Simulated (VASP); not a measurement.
A run of VASP 6.6.1 is set up as follows.

The input INCAR:

```
SYSTEM = In2O
ALGO = Normal ; EDIFF = 1E-6
ENCUT = 520 ; GGA = PE
ISIF = 2 ; ISMEAR = 0
LASPH = .True. ; LCHARG = .True.
LELF = .True. ; LREAL = .False.
LVHAR = .True. ; LWAVE = .False.
NBANDS = 23 ; NELM = 100
PREC = Accurate ; SIGMA = 0.1
```

The input KPOINTS:

```
k-points
0
Gamma
  6 6 6
  0 0 0
```

File POSCAR:

```
In2O
1.0
   -2.0791423999      2.0791423999      3.4100073293
    2.0791423999     -2.0791423999      3.4100073293
    2.0791423999      2.0791423999     -3.4100073293
In O
2 1
Direct
    0.5930000000      0.5930000000      0.0000000000
    0.4070000000      0.4070000000      0.0000000000
    0.0000000000      0.0000000000      0.0000000000
```

Potentials or basis: VASP PAW PBE potentials, release 64 (In_d, O).

Launch:

```console
$ cat potpaw_PBE.64/In_d/POTCAR potpaw_PBE.64/O/POTCAR > POTCAR
$ mpirun -np 1 vasp_std > vasp.out
```

Task: Estimate the pressure.

Result: 57.2 GPa.

Task: Estimate the largest force.

Result: 56.840 eV/Å.

Forces in eV/Å, atoms in the order of the input:
```
In    0.000   0.000  56.840
In    0.000   0.000 -56.840
O     0.000   0.000   0.000
```

Caveat: atoms lie so close that the PAW spheres overlap strongly, which falsifies energies and pressures; the stress differs along the axes, from -10 to 191 GPa; forces of over 1 eV/Å act on the atoms, so gaps and moduli don't describe the material at rest.
